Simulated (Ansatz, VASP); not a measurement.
One calculation of HfN, two programs

Contents of POSCAR:

```
HfN
1.0
    3.1914655994      0.0000000000      0.0000000000
   -1.5957327997      2.7638902844      0.0000000000
    0.0000000000      0.0000000000      5.5880023186
Hf N
2 2
Direct
    0.6666666667      0.3333333333      0.7500000000
    0.3333333333      0.6666666667      0.2500000000
    0.0000000000      0.0000000000      0.0000000000
    0.0000000000      0.0000000000      0.5000000000
```

The input INCAR.step1:

```
PREC = Accurate ; ENCUT = 520
ISMEAR = 0 ; SIGMA = 0.15
LREAL = F ; LASPH = T
NELM = 100 ; NBANDS = 23
GGA = PE ; ALGO = Normal
EDIFF = 1E-4 ; LWAVE = T
LCHARG = F
```

File INCAR.step2:

```
PREC = Accurate ; ENCUT = 520
EDIFF = 1E-6 ; ISMEAR = 0
SIGMA = 0.15 ; LREAL = F
LASPH = T ; NELM = 100
ALGO = Normal ; ISIF = 2
LWAVE = F ; LCHARG = F
METAGGA = R2SCAN ; LMIXTAU = T
NBANDS = 23 ; ISTART = 1
```

KPOINTS

```
regular mesh
0
Gamma
  18 18 10
```

Input for Ansatz:

```yaml
crystal:
  lattice:
    - [3.1914655994, 0.0, 0.0]
    - [-1.5957327997, 2.7638902844, 0.0]
    - [0.0, 0.0, 5.5880023186]
  atoms:
    - { symbol: Hf, position: [0.6666666667, 0.3333333333, 0.75] }
    - { symbol: Hf, position: [0.3333333333, 0.6666666667, 0.25] }
    - { symbol: "N", position: [0.0, 0.0, 0.0] }
    - { symbol: "N", position: [0.0, 0.0, 0.5] }
basis:
  ecutwfc: 500
kpoints:
  mp_grid: { grid: [18, 18, 10] }
hamiltonian:
  xc: r2scan
scf:
  occupations: { method: gaussian, width: 0.15 }
output:
  forces: true
  stress: true
  eigenvalues: true
```

Change from the starting cell: strain +0.015 along x and y, +0.030 along z, atoms carried along.

Alike in both runs: task single point; functional r2SCAN; k mesh 18 × 18 × 10; occupations gaussian, width 0.15 eV; no spin polarisation.

|  | VASP | Ansatz |
| --- | --- | --- |
| version | VASP 6.6.1 | Ansatz 0.2.0 |
| potentials or method | VASP PAW PBE potentials, release 64 (Hf_pv, N), cutoff 520 eV | scalar-relativistic, plane waves, PAW |
| valence electrons in the cell | 30 | 62 |

```csv
,VASP,Ansatz,Ansatz less VASP
gap on the k mesh at the Fermi level (eV),none,none,-
pressure (GPa),-16.9,-14.5,+2.36
"traceless stress, the component that is largest in VASP (GPa)",-3.77,-3.79,-0.019
```

VASP's potentials were made for PBE, not for r2SCAN. A gap of «none» marks a metal or a gap that the smearing closes. VASP's potentials hold 30 valence electrons a cell and Ansatz's 62, so a difference there can come from the potentials and not from the codes.

Neither program's run includes spin-orbit coupling.
